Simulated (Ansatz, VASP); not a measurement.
## BN in VASP and in Ansatz

INCAR

```
SYSTEM = BN
PREC = Accurate
ENCUT = 520
EDIFF = 1E-6
ISMEAR = 0
SIGMA = 0.05
LREAL = .False.
LASPH = .True.
NELM = 100
ALGO = Normal
ISIF = 2
LWAVE = .False.
LCHARG = .False.
GGA = PE
IVDW = 12
NBANDS = 11
```

Contents of KPOINTS:

```
regular mesh
0
Gamma
  12 12 12
  0 0 0
```

File POSCAR:

```
BN
1.0
    1.2029346237      0.6945146288      3.2948845324
   -1.2029346237      0.6945146288      3.2948845324
    0.0000000000     -1.3890292576      3.2948845324
B N
1 1
Direct
    0.9996975446      0.9996975446      0.9996975446
    0.3327354554      0.3327354554      0.3327354554
```

Input for Ansatz:

```yaml
crystal:
  lattice:
    - [1.2029346237, 0.6945146288, 3.2948845324]
    - [-1.2029346237, 0.6945146288, 3.2948845324]
    - [0.0, -1.3890292576, 3.2948845324]
  atoms:
    - { symbol: B, position: [0.9996975446, 0.9996975446, 0.9996975446] }
    - { symbol: "N", position: [0.3327354554, 0.3327354554, 0.3327354554] }
basis:
  ecutwfc: 420
kpoints:
  mp_grid: { grid: [12, 12, 12] }
hamiltonian:
  xc: pbe
  dispersion: d3bj
scf:
  occupations: { method: gaussian, width: 0.05 }
output:
  forces: true
  stress: true
  eigenvalues: true
```

Change from the starting cell: strain -0.040 along x and y, +0.000 along z, atoms carried along.

Alike in both runs: task single point; functional PBE; dispersion D3(BJ); k mesh 12 × 12 × 12; occupations gaussian, width 0.05 eV; no spin polarisation.

|  | VASP | Ansatz |
| --- | --- | --- |
| version | VASP 6.6.1 | Ansatz 0.2.0 |
| potentials or method | VASP PAW PBE potentials, release 64 (B, N), cutoff 520 eV | scalar-relativistic, plane waves, PAW |
| valence electrons in the cell | 8 | 8 |

VASP gave:

| Quantity | Value |
| --- | --- |
| gap on the k mesh at the Fermi level (eV) | 4.45 |
| least direct gap on the mesh (eV) | 4.99 |
| pressure (GPa) | 35.6 |
| traceless stress, the component that is largest in VASP (GPa) | -36.12 |
| rms of the force components (eV/Å) | 0.003 |

Problem. Which values does Ansatz return?

Solution. gap on the k mesh at the Fermi level (eV): 4.46; least direct gap on the mesh (eV): 5.00; pressure (GPa): 35.5; traceless stress, the component that is largest in VASP (GPa): -35.89; rms of the force components (eV/Å): 0.003.

Atom by atom the forces differ by 0.000 eV/Å (rms over components). Both programs put the cell under a high pressure, so it lies far from rest at this level.
